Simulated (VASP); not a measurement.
Runs of VASP 6.6.1 on VO2. The structure is that of space group P4_2/mnm (No. 136), or close to it. The cells are those of the table. 

| task | cell | gap on the mesh (eV) | pressure (GPa) | moment (μB) | largest force (eV/Å) |
| --- | --- | --- | --- | --- | --- |
| relaxation of shape and atoms at fixed volume | relaxed from a = 4.573, b = 3.080 Å, 6 atoms | 0.84 | -9.2 | 2.00 | - |
| single point | a = 4.482, b = 3.026 Å, 6 atoms | 0.99 | 3.4 | 2.00 | 0.05 |
| single point | a = 4.530, b = 3.051 Å, 6 atoms | (a) | -3.4 | 2.00 | 0.05 |
| single point | a = 4.433, b = 3.000 Å, 6 atoms | (b) | 11.3 | 2.00 | 0.05 |

Alike in all rows: level PBE+U; potentials or basis VASP PAW PBE potentials, release 64 (V_sv, O); spin collinear, ferromagnetic start; V d U = 3.25 eV; k mesh 6 × 10 × 6; cutoff (eV) 600; smearing gaussian 0.02 eV.

Task: Fill in the values left out.

Result: (a) 0.91; (b) 1.07.

Caveats: the cell stands under pressure (at least some runs); the cell stands under tension (at least some runs).

A k mesh can miss the band edges.
